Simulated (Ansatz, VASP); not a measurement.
**One calculation of ZnO, two programs**

INCAR

```
SYSTEM = ZnO
PREC = Accurate ; ENCUT = 520
EDIFF = 1E-8 ; ISMEAR = -1
SIGMA = 0.02 ; LREAL = .False.
LASPH = .True. ; NELM = 120
ALGO = Normal ; ISIF = 2
LWAVE = .False. ; LCHARG = .False.
LEFG = .True. ; NBANDS = 26
GGA_COMPAT = .False.
```

KPOINTS

```
regular mesh
0
Gamma
  11 11 6
  0 0 0
```

File POSCAR:

```
ZnO
1.0
    3.2493987239      0.0000000000      0.0000000000
   -1.6246993619      2.8140618419      0.0000000000
    0.0000000000      0.0000000000      5.3599140000
Zn O
2 2
Direct
    0.3333333333      0.6666666667      0.0000000000
    0.6666666667      0.3333333333      0.5000000000
    0.3333333333      0.6666666667      0.3821000000
    0.6666666667      0.3333333333      0.8821000000
```

Input for Ansatz:

```yaml
crystal:
  lattice:
    - [3.2493987239, 0.0, 0.0]
    - [-1.6246993619, 2.8140618419, 0.0]
    - [0.0, 0.0, 5.359914]
  atoms:
    - { symbol: Zn, position: [0.3333333333, 0.6666666667, 0.0] }
    - { symbol: Zn, position: [0.6666666667, 0.3333333333, 0.5] }
    - { symbol: O, position: [0.3333333333, 0.6666666667, 0.3821] }
    - { symbol: O, position: [0.6666666667, 0.3333333333, 0.8821] }
kpoints:
  mp_grid: { grid: [11, 11, 6] }
scf:
  occupations: { method: fermi_dirac, width: 0.02 }
hamiltonian:
  xc: lda
  pseudopotentials: { kind: all_electron, datasets: crystal }
output:
  forces: true
  stress: true
  eigenvalues: true
  efg: { contact_densities: true }
```

Change from the starting cell: zz strain of +3 %, crystal datasets.

Alike in both runs: task electric field gradients; functional LDA; k mesh 11 × 11 × 6; occupations fermi-dirac, width 0.02 eV; no spin polarisation.

|  | VASP | Ansatz |
| --- | --- | --- |
| version | VASP 6.6.1 | Ansatz 0.2.0 |
| potentials or method | VASP PAW LDA potentials, release 64 (Zn, O), cutoff 520 eV | all-electron PAW with datasets made for the crystal, scalar-relativistic |

```tsv
	VASP	Ansatz	Ansatz less VASP
pressure (GPa)	-9.4	-10.4	-0.92
traceless stress, the component that is largest in VASP (GPa)	-3.19	-3.02	+0.169
rms of the force components (eV/Å)	0.112	0.103	-0.0087
size of Vzz on the site where it differs most (V/Å²)	20.7	19.0	-1.74
```

LDA's correlation is that of Perdew and Zunger in VASP and of Perdew and Wang (1992) in Ansatz. Atom by atom the forces differ by 0.009 eV/Å (rms over components). Ansatz ran all-electron here, and VASP with PAW potentials.
